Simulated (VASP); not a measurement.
# PbO2 (Fm-3m) in VASP: a series of runs

Runs on PbO2. Level: r2SCAN. Tasks: single point, relaxation of cell and atoms.

Program: VASP 6.6.1. These are calculated values, not measurements. Logs are shortened: lines on timing, memory, paths and dates and some standing lists are left out, and cuts for length are marked.

**1. The cell of the first run**

The structure is cubic, space group Fm-3m (No. 225). Conventional cell: a = 5.266 Å, b = 5.266 Å, c = 5.266 Å, α = 90.00°, β = 90.00°, γ = 90.00°. Pb (site symmetry m-3m) has 8 O at 2.28 Å within 3.0 Å. O (site symmetry -43m) has 4 Pb at 2.28 Å and 6 O at 2.63 Å within 3.0 Å.

**2. Single point, r2SCAN**

File POSCAR:

```
PbO2
1.0
    0.0000000000      2.6332448871      2.6332448871
    2.6332448871      0.0000000000      2.6332448871
    2.6332448871      2.6332448871      0.0000000000
Pb O
1 2
Direct
    0.0000000000      0.0000000000      0.0000000000
    0.2500000000      0.2500000000      0.2500000000
    0.7500000000      0.7500000000      0.7500000000
```

File INCAR.step1:

```
PREC     = Accurate       # precision mode
ENCUT    = 660            # plane-wave cutoff, eV
ISMEAR   = -1             # smearing method
SIGMA    = 0.01           # smearing width, eV
LREAL    = False          # projectors in reciprocal space
LASPH    = True           # aspherical terms in the spheres
NELM     = 120            # most SCF steps
NBANDS   = 20             # bands
GGA      = PE             # functional
ALGO     = Normal         # electronic algorithm
EDIFF    = 1E-5           # SCF threshold, eV
LWAVE    = True           # write WAVECAR
LCHARG   = False          # write CHGCAR
GGA_COMPAT= False
```

File INCAR.step2:

```
PREC     = Accurate       # precision mode
ENCUT    = 660            # plane-wave cutoff, eV
EDIFF    = 1E-6           # SCF threshold, eV
ISMEAR   = -1             # smearing method
SIGMA    = 0.01           # smearing width, eV
LREAL    = False          # projectors in reciprocal space
LASPH    = True           # aspherical terms in the spheres
NELM     = 120            # most SCF steps
ALGO     = Normal         # electronic algorithm
ISIF     = 2              # what is computed and relaxed
LWAVE    = False          # write WAVECAR
LCHARG   = False          # write CHGCAR
METAGGA  = R2SCAN         # meta-GGA
LMIXTAU  = True         
NBANDS   = 20             # bands
ISTART   = 1            
GGA_COMPAT= False
```

File KPOINTS:

```
regular mesh
0
Gamma
  6 6 6
```

Potentials or basis: VASP PAW PBE potentials, release 64 (Pb_d, O).

On the command line:

```bash
$ cat potpaw_PBE.64/Pb_d/POTCAR potpaw_PBE.64/O/POTCAR > POTCAR
$ cp INCAR.step1 INCAR
$ mpirun -np 1 vasp_std > vasp.out
$ cp INCAR.step2 INCAR
$ mpirun -np 1 vasp_std > vasp.out
```

OUTCAR:

```text
PREC = Accurate
   ENCUT = 660
   EDIFF = 1E-6
   ISMEAR = -1
   LREAL = False
   LASPH = True
   NELM = 120
   ISIF = 2
   METAGGA = R2SCAN
   ISTART = 1

 ion  position               nearest neighbor table
   1  0.000  0.000  0.000-   3 2.28   3 2.28   3 2.28   2 2.28   3 2.28   2 2.28   2 2.28   2 2.28

   2  0.250  0.250  0.250-   1 2.28   1 2.28   1 2.28   1 2.28
   3  0.750  0.750  0.750-   1 2.28   1 2.28   1 2.28   1 2.28

  LATTYP: Found a face centered cubic cell.
 ALAT       =     5.2664897742

  Lattice vectors:

 A1 = (   0.0000000000,   2.6332448871,   2.6332448871)
 A2 = (   2.6332448871,   0.0000000000,   2.6332448871)
 A3 = (   2.6332448871,   2.6332448871,   0.0000000000)

Analysis of symmetry for initial positions (statically):
=====================================================================
 Subroutine PRICEL returns:
 Original cell was already a primitive cell.

 Routine SETGRP: Setting up the symmetry group for a
 face centered cubic supercell.

 Subroutine GETGRP returns: Found 48 space group operations
 (whereof 48 operations were pure point group operations)
 out of a pool of 48 trial point group operations.

The static configuration has the point symmetry O_h .

Analysis of symmetry for dynamics (positions and initial velocities):
=====================================================================
 Subroutine PRICEL returns:
 Original cell was already a primitive cell.

 Routine SETGRP: Setting up the symmetry group for a
 face centered cubic supercell.

 Subroutine GETGRP returns: Found 48 space group operations
 (whereof 48 operations were pure point group operations)
 out of a pool of 48 trial point group operations.

The dynamic configuration has the point symmetry O_h .

 Subroutine INISYM returns: Found 48 space group operations
 (whereof 48 operations are pure point group operations),
 and found     1 'primitive' translations

----------------------------------------------------------------------------------------

                                     Primitive cell

  volume of cell :      36.5177

  direct lattice vectors                    reciprocal lattice vectors
     0.000000000  2.633244887  2.633244887    -0.189879795  0.189879795  0.189879795
     2.633244887  0.000000000  2.633244887     0.189879795 -0.189879795  0.189879795
     2.633244887  2.633244887  0.000000000     0.189879795  0.189879795 -0.189879795

  length of vectors
     3.723970632  3.723970632  3.723970632     0.328881453  0.328881453  0.328881453

  position of ions in fractional coordinates (direct lattice)
     0.000000000  0.000000000  0.000000000
     0.250000000  0.250000000  0.250000000
     0.750000000  0.750000000  0.750000000

  ion indices of the primitive-cell ions
   primitive index   ion index
                 1           1
                 2           2
                 3           3

----------------------------------------------------------------------------------------

 KPOINTS: regular mesh

Automatic generation of k-mesh.
 Grid dimensions read from file:
 generate k-points for:    6    6    6

 Generating k-lattice:

  Cartesian coordinates                     Fractional coordinates (reciprocal lattice)
    -0.031646633  0.031646633  0.031646633     0.166666667  0.000000000  0.000000000
     0.031646633 -0.031646633  0.031646633     0.000000000  0.166666667  0.000000000
     0.031646633  0.031646633 -0.031646633     0.000000000  0.000000000  0.166666667

  Length of vectors
     0.054813575  0.054813575  0.054813575

  Shift w.r.t. Gamma in fractional coordinates (k-lattice)
     0.000000000  0.000000000  0.000000000

 Subroutine IBZKPT returns following result:
 ===========================================

 Found     16 irreducible k-points:

 Following reciprocal coordinates:
            Coordinates               Weight
  0.000000  0.000000  0.000000      1.000000
  0.166667  0.000000  0.000000      8.000000
  0.333333  0.000000  0.000000      8.000000
  0.500000  0.000000  0.000000      4.000000
[... 49 lines left out ...]

 k-point     2 :       0.1667    0.0000    0.0000
  band No.  band energies     occupation
      1     -13.5582      2.00000
      2     -11.3642      2.00000
      3      -9.9442      2.00000
      4      -9.9442      2.00000
      5      -9.6375      2.00000
      6      -9.6375      2.00000
[... 12 lines left out ...]
     19      23.0731      0.00000
     20      23.0731      0.00000

 k-point     3 :       0.3333    0.0000    0.0000
  band No.  band energies     occupation
      1     -13.0994      2.00000
      2     -11.9208      2.00000
      3      -9.8899      2.00000
      4      -9.8899      2.00000
      5      -9.6107      2.00000
      6      -9.6107      2.00000
[... 12 lines left out ...]
     19      22.8221      0.00000
     20      22.8221      0.00000

 k-point     4 :       0.5000    0.0000    0.0000
  band No.  band energies     occupation
      1     -12.9825      2.00000
      2     -11.9041      2.00000
      3      -9.8794      2.00000
      4      -9.8794      2.00000
      5      -9.5788      2.00000
      6      -9.5788      2.00000
[... 12 lines left out ...]
     19      22.6452      0.00000
     20      22.6452      0.00000

 k-point     5 :       0.1667    0.1667    0.0000
  band No.  band energies     occupation
      1     -13.4696      2.00000
      2     -11.5526      2.00000
      3      -9.9058      2.00000
      4      -9.9058      2.00000
      5      -9.6712      2.00000
      6      -9.6157      2.00000
[... 12 lines left out ...]
     19      23.0261      0.00000
     20      23.3442      0.00000
[... 169 lines left out ...]
      6      -9.5547      2.00000
[... 12 lines left out ...]
     19      23.7355      0.00000
     20      24.8794      0.00000

 k-point    14 :       0.5000    0.3333    0.1667
  band No.  band energies     occupation
      1     -12.6805      2.00000
      2     -12.4082      2.00000
      3      -9.7458      2.00000
      4      -9.7396      2.00000
      5      -9.6276      2.00000
      6      -9.3909      2.00000
[... 12 lines left out ...]
     19      23.3251      0.00000
     20      25.4379      0.00000

 k-point    15 :      -0.3333    0.3333    0.1667
  band No.  band energies     occupation
      1     -12.6451      2.00000
      2     -12.3983      2.00000
      3      -9.7282      2.00000
      4      -9.7157      2.00000
      5      -9.6078      2.00000
      6      -8.9584      2.00000
[... 12 lines left out ...]
     19      23.3204      0.00000
     20      25.5178      0.00000

 k-point    16 :      -0.3333    0.5000    0.1667
  band No.  band energies     occupation
      1     -12.6323      2.00000
      2     -12.3874      2.00000
      3      -9.7621      2.00000
      4      -9.6448      2.00000
      5      -9.5947      2.00000
      6      -9.1809      2.00000
[... 12 lines left out ...]
     19      24.1841      0.00000
     20      24.5724      0.00000

------------------------ aborting loop because EDIFF is reached ----------------------------------------

  FORCE on cell =-STRESS in cart. coord.  units (eV):
  Direction    XX          YY          ZZ          XY          YZ          ZX
  --------------------------------------------------------------------------------------
  -------------------------------------------------------------------------------------
  Total        1.3806411      1.3806411      1.3806411      0.0000000      0.0000000      0.0000000
  in kB       60.5741914     60.5741914     60.5741914      0.0000000      0.0000000      0.0000000
  external PRESSURE =      60.5741914 kB  Pullay stress =       0.0000000 kB

 VOLUME and BASIS-vectors are now :
 -----------------------------------------------------------------------------
  energy-cutoff  :      660.00
  volume of cell :       36.52
      direct lattice vectors                 reciprocal lattice vectors
     0.000000000  2.633244887  2.633244887    -0.189879795  0.189879795  0.189879795
     2.633244887  0.000000000  2.633244887     0.189879795 -0.189879795  0.189879795
     2.633244887  2.633244887  0.000000000     0.189879795  0.189879795 -0.189879795

 POSITION                                       TOTAL-FORCE (eV/Angst)
 -----------------------------------------------------------------------------------
      0.00000      0.00000      0.00000        -0.000000     -0.000000     -0.000000
      1.31662      1.31662      1.31662        -0.000000     -0.000000     -0.000000
      3.94987      3.94987      3.94987         0.000000      0.000000      0.000000
 -----------------------------------------------------------------------------------
    total drift:                                0.000000     -0.000000      0.000000

  FREE ENERGIE OF THE ION-ELECTRON SYSTEM (eV)
  ---------------------------------------------------
  free  energy   TOTEN  =       -70.7656496241 eV

  energy  without entropy=      -70.7653309171  energy(sigma->0) =      -70.76549027
```

Run time: 26 s. Hardware: 1 thread of Intel Xeon 6975P-C (Granite Rapids), shared host; peak memory 0.18 GiB.

What came out:

```
Free energy            : -70.7656 eV
Pressure               : 6.1 GPa
Band gap on the k mesh : zero (bands 13 and 14 overlap by 1.39 eV)
```

Caveat: the cell stands under pressure; the PAW data sets were made with another functional, which shifts forces and pressure a little; spin-orbit coupling is left out, which moves the levels of the heavy elements.

**3. Single point, r2SCAN**

This run uses another cell than the first one, of 12.52 Å³/atom.

File POSCAR:

```
PbO2
1.0
    0.0000000000      2.6582151955      2.6582151955
    2.6582151955      0.0000000000      2.6582151955
    2.6582151955      2.6582151955      0.0000000000
Pb O
1 2
Direct
    0.0000000000      0.0000000000      0.0000000000
    0.2500000000      0.2500000000      0.2500000000
    0.7500000000      0.7500000000      0.7500000000
```

File INCAR.step1:

```
SYSTEM = PbO2
ALGO = Normal ; EDIFF = 1E-5
ENCUT = 660 ; GGA = PE
GGA_COMPAT = .False. ; ISMEAR = -1
LASPH = .True. ; LCHARG = .False.
LREAL = .False. ; LWAVE = .True.
NBANDS = 20 ; NELM = 120
PREC = Accurate ; SIGMA = 0.01
```

File INCAR.step2:

```
SYSTEM = PbO2
ALGO = Normal ; EDIFF = 1E-6
ENCUT = 660 ; GGA_COMPAT = .False.
ISIF = 2 ; ISMEAR = -1
ISTART = 1 ; LASPH = .True.
LCHARG = .True. ; LELF = .True.
LMIXTAU = .True. ; LREAL = .False.
LVHAR = .True. ; LWAVE = .False.
METAGGA = R2SCAN ; NBANDS = 20
NELM = 120 ; PREC = Accurate
SIGMA = 0.01
```

File KPOINTS:

```
k-points
0
Gamma
  6 6 6
  0 0 0
```

Potentials or basis: VASP PAW PBE potentials, release 64 (Pb_d, O).

On the command line:

```bash
$ cat potpaw_PBE.64/Pb_d/POTCAR potpaw_PBE.64/O/POTCAR > POTCAR
$ cp INCAR.step1 INCAR
$ mpirun -np 1 vasp_std > vasp.out
$ cp INCAR.step2 INCAR
$ mpirun -np 1 vasp_std > vasp.out
```

It took 27 s on 1 thread of Intel Xeon 6975P-C (Granite Rapids), shared host; peak memory 0.19 GiB.

It converged, with:

| Item | Value |
| --- | --- |
| Free energy | -70.7907 eV |
| Pressure | 0.9 GPa |
| Band gap on the k mesh | zero (bands 13 and 14 overlap by 1.32 eV) |

Levels at points of the mesh, in eV from the Fermi level:
```
           k point  band 9  band 10  band 11  band 12  band 13  band 14  band 15  band 16  band 17  band 18
(0.00, 0.00, 0.00)   -2.13    -2.13    -2.09    -1.35    -1.35    -1.35     7.76     7.76     7.76    12.21
(0.50, 0.00, 0.00)   -3.56    -3.02    -3.02    -1.54    -1.54     3.19     7.81    10.66    10.66    15.41
(0.50, 0.50, 0.00)   -4.85    -4.85    -0.31    -0.17    -0.17     2.19     7.20     9.88    12.16    12.16
```

Caveat: the PAW data sets were made with another functional, which shifts forces and pressure a little; spin-orbit coupling is left out, which moves the levels of the heavy elements.

**4. Relaxation of cell and atoms, r2SCAN**

This run uses another cell than the first one, of 12.83 Å³/atom.

File POSCAR:

```
PbO2
1.0
    0.0000000000      2.6800000000      2.6800000000
    2.6800000000      0.0000000000      2.6800000000
    2.6800000000      2.6800000000      0.0000000000
Pb O
1 2
Direct
    0.0000000000      0.0000000000      0.0000000000
    0.2500000000      0.2500000000      0.2500000000
    0.7500000000      0.7500000000      0.7500000000
```

File INCAR.step1:

```
PREC = Accurate ; ENCUT = 660
ISMEAR = -1 ; SIGMA = 0.01
LREAL = F ; LASPH = T
NELM = 120 ; GGA = PE
ALGO = Normal ; EDIFF = 1E-5
LWAVE = T ; LCHARG = F
GGA_COMPAT = F ; IBRION = 2
ISIF = 3 ; EDIFFG = -0.005
NELMIN = 4 ; NSW = 100
```

File INCAR.step2:

```
PREC = Accurate ; ENCUT = 660
EDIFF = 1E-7 ; ISMEAR = -1
SIGMA = 0.01 ; LREAL = F
LASPH = T ; NELM = 120
ALGO = Normal ; ISIF = 3
LWAVE = F ; LCHARG = F
METAGGA = R2SCAN ; LMIXTAU = T
IBRION = 2 ; NSW = 60
EDIFFG = -0.01 ; ISTART = 1
GGA_COMPAT = F ; NELMIN = 4
```

File KPOINTS:

```
regular mesh
0
Gamma
  6 6 6
```

On the command line:

```bash
$ cat potpaw_PBE.64/Pb_d/POTCAR potpaw_PBE.64/O/POTCAR > POTCAR
$ cp INCAR.step1 INCAR
$ mpirun -np 1 vasp_std > vasp.out
$ cp INCAR.step2 INCAR
$ mpirun -np 1 vasp_std > vasp.out
```

It took 84 s on 1 thread of Intel Xeon 6975P-C (Granite Rapids), shared host; peak memory 0.19 GiB.

The run converged. Its results:

```
Free energy                           : -70.7937 eV
Relaxed volume                        : 12.59 Å³/atom
Relaxed cell                          : a = 3.766 Å, b = 3.766 Å, c = 3.766 Å, α = 60.00°, β = 60.00°, γ = 60.00°
Space group after relaxing (to 0.1 Å) : Fm-3m (No. 225)
Energy gained by relaxing             : 2.2 meV/atom
Ionic steps                           : 3
Pressure after relaxing               : 0.0 GPa
Band gap on the k mesh                : zero (bands 13 and 14 overlap by 1.31 eV)
```

Step by step:
| step | energy change (eV) | largest force (eV/Å) | pressure (GPa) | volume (Å³) |
| --- | --- | --- | --- | --- |
| 1 | 0.0000 | 0.0000 | -2.93 | 38.50 |
| 2 | -0.0020 | 0.0000 | 2.61 | 37.21 |
| 3 | -0.0067 | 0.0000 | -0.01 | 37.78 |

Final structure:
```yaml
crystal:
  lattice:
    - [0.00000, 2.66331, 2.66331]
    - [2.66331, 0.00000, 2.66331]
    - [2.66331, 2.66331, 0.00000]
  atoms:
    - { symbol: Pb, position: [0.00000, 0.00000, 0.00000] }
    - { symbol: O, position: [0.25000, 0.25000, 0.25000] }
    - { symbol: O, position: [0.75000, 0.75000, 0.75000] }
```

Levels at points of the mesh, in eV from the Fermi level:
```csv
k point,band 11,band 12,band 13,band 14,band 15,band 16
"(0.00, 0.00, 0.00)",-2.12,-1.33,-1.33,-1.33,7.75,7.75
"(0.50, 0.00, 0.00)",-2.99,-1.53,-1.53,3.14,7.78,10.61
"(0.50, 0.50, 0.00)",-0.30,-0.16,-0.16,2.16,7.15,9.87
```

Caveat: the PAW data sets were made with another functional, which shifts forces and pressure a little; spin-orbit coupling is left out, which moves the levels of the heavy elements.

**5. Relaxation of cell and atoms, r2SCAN, target pressure 5 GPa, at which the enthalpy is minimised**

This run uses another cell than the first one, of 12.83 Å³/atom.

POSCAR is that of step 4.

File INCAR.step1:

```
SYSTEM = PbO2
  PREC = Accurate
  ENCUT = 660
  ISMEAR = -1
  SIGMA = 0.01
  LREAL = .FALSE.
  LASPH = .TRUE.
  NELM = 120
  GGA = PE
  ALGO = Normal
  EDIFF = 1E-5
  LWAVE = .TRUE.
  LCHARG = .FALSE.
  GGA_COMPAT = .FALSE.
  IBRION = 2
  ISIF = 3
  EDIFFG = -0.005
  NELMIN = 4
  NSW = 100
```

File INCAR.step2:

```
SYSTEM = PbO2
  PREC = Accurate
  ENCUT = 660
  EDIFF = 1E-7
  ISMEAR = -1
  SIGMA = 0.01
  LREAL = .FALSE.
  LASPH = .TRUE.
  NELM = 120
  ALGO = Normal
  ISIF = 3
  LWAVE = .FALSE.
  LCHARG = .FALSE.
  METAGGA = R2SCAN
  LMIXTAU = .TRUE.
  IBRION = 2
  NSW = 60
  EDIFFG = -0.01
  PSTRESS = 50.0
  ISTART = 1
  GGA_COMPAT = .FALSE.
  NELMIN = 4
```

File KPOINTS:

```
Automatic mesh
0
G
  6 6 6
  0 0 0
```

On the command line:

```bash
$ cat potpaw_PBE.64/Pb_d/POTCAR potpaw_PBE.64/O/POTCAR > POTCAR
$ cp INCAR.step1 INCAR
$ mpirun -np 1 vasp_std > vasp.out
$ cp INCAR.step2 INCAR
$ mpirun -np 1 vasp_std > vasp.out
```

Wall time 86 s (1 thread of Intel Xeon 6975P-C (Granite Rapids), shared host); peak memory 0.2 GiB.

It converged, with:

```yaml
Free_energy: -70.7781 eV
Relaxed_volume: 12.25 Å³/atom
Relaxed_cell: a = 3.731 Å, b = 3.731 Å, c = 3.731 Å, α = 60.00°, β = 60.00°, γ = 60.00°
Space_group_after_relaxing_to_0.1_Å: Fm-3m (No. 225)
Energy_change_on_relaxing_the_run_minimises_the_enthalpy: +3.0 meV/atom
Ionic_steps: 3
Pressure_after_relaxing: 4.9 GPa
Band_gap_on_the_k_mesh: zero (bands 13 and 14 overlap by 1.38 eV)
```

The path:
| step | energy change (eV) | largest force (eV/Å) | pressure (GPa) | volume (Å³) |
| --- | --- | --- | --- | --- |
| 1 | 0.0000 | 0.0000 | -2.93 | 38.50 |
| 2 | 0.1091 | 0.0000 | 14.74 | 35.07 |
| 3 | 0.0090 | 0.0000 | 4.93 | 36.74 |

Final structure:
```
CELL_PARAMETERS angstrom
0.00000 2.63848 2.63848
2.63848 0.00000 2.63848
2.63848 2.63848 0.00000
ATOMIC_POSITIONS crystal
Pb 0.00000 0.00000 0.00000
O 0.25000 0.25000 0.25000
O 0.75000 0.75000 0.75000
```

Levels at points of the mesh, in eV from the Fermi level:
| k point | band 11 | band 12 | band 13 | band 14 | band 15 | band 16 |
| --- | --- | --- | --- | --- | --- | --- |
| (0.00, 0.00, 0.00) | -1.90 | -1.40 | -1.40 | -1.40 | 7.84 | 7.84 |
| (0.50, 0.00, 0.00) | -3.11 | -1.57 | -1.57 | 3.35 | 7.90 | 10.85 |
| (0.50, 0.50, 0.00) | -0.34 | -0.17 | -0.17 | 2.30 | 7.36 | 9.95 |

Caveat: the cell is relaxed towards a set pressure, so the run minimises the enthalpy, not the energy; the PAW data sets were made with another functional, which shifts forces and pressure a little; spin-orbit coupling is left out, which moves the levels of the heavy elements.

**6. Overview**

```tsv
task	cell	gap on the mesh (eV)	pressure (GPa)
single point	a = 3.724 Å, angles 60.0°, 3 atoms	none	6.1
single point	a = 3.759 Å, angles 60.0°, 3 atoms	none	0.9
relaxation of cell and atoms	relaxed from a = 3.790 Å, angles 60.0°, 3 atoms	none	0.0
relaxation of cell and atoms	relaxed to 5 GPa from a = 3.790 Å, angles 60.0°, 3 atoms	none	4.9
```

Alike in all rows: level r2SCAN; potentials or basis VASP PAW PBE potentials, release 64 (Pb_d, O); no spin polarisation; k mesh 6 × 6 × 6; cutoff (eV) 660; smearing fermi-dirac 0.01 eV.

Caveats: the PAW data sets were made with another functional, which shifts forces and pressure a little; spin-orbit coupling is left out, which moves the levels of the heavy elements; the cell stands under pressure (at least some runs); the cell is relaxed towards a set pressure, so the run minimises the enthalpy, not the energy (at least some runs).

Absolute energies hang on the potentials; compare differences alone.
